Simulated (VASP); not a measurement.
Wanted: the native input for a VASP 6.6.1 run.

- Task: single point
- Functional: PBE
- Potentials or basis: VASP PAW PBE potentials, release 64 (Ge_d, Sb, Se)
- Cutoff: 520 eV
- k mesh: 3 × 3 × 4
- Occupations: gaussian, width 0.1 eV
- Spin: no spin polarisation
- Dipole correction: no
- Further INCAR settings: ALGO = Normal; EDIFF = 1e-06; NBANDS = 34

The structure of Ge3SbSe lies in POSCAR:

```
Ge3SbSe
1.0
    5.0166670084      0.0000000024      0.0000000000
   -2.5083335063      4.3445610704      0.0000000000
    0.0000000000      0.0000000000      5.6219403016
Ge Sb Se
3 1 1
Direct
    0.0000000000      0.0000000000      0.0000000000
    0.3333333333      0.6666666667      0.5000000000
    0.3333333333      0.6666666667      0.0000000000
    0.0000000000      0.0000000000      0.5000000000
    0.6666666667      0.3333333333      0.5000000000
```

One way to write it, as run:

INCAR

```
PREC = Accurate
ENCUT = 520
EDIFF = 1E-6
ISMEAR = 0
SIGMA = 0.1
LREAL = F
LASPH = T
NELM = 100
ALGO = Normal
ISIF = 2
LWAVE = F
LCHARG = F
GGA = PE
NBANDS = 34
```

KPOINTS

```
Automatic mesh
0
Gamma
  3 3 4
```

Potentials or basis: VASP PAW PBE potentials, release 64 (Ge_d, Sb, Se).

The run is started by

```console
$ cat potpaw_PBE.64/Ge_d/POTCAR potpaw_PBE.64/Sb/POTCAR potpaw_PBE.64/Se/POTCAR > POTCAR
$ mpirun -np 1 vasp_std > vasp.out
```

It gave:

```yaml
Pressure: 0.1 GPa
```

Caveat: the k points lie up to 0.48 Å⁻¹ apart.

Run time: 31 s on 1 thread of Intel(R) Xeon(R) Platinum 8488C (Sapphire Rapids) (shared host), peak memory 0.25 GiB.
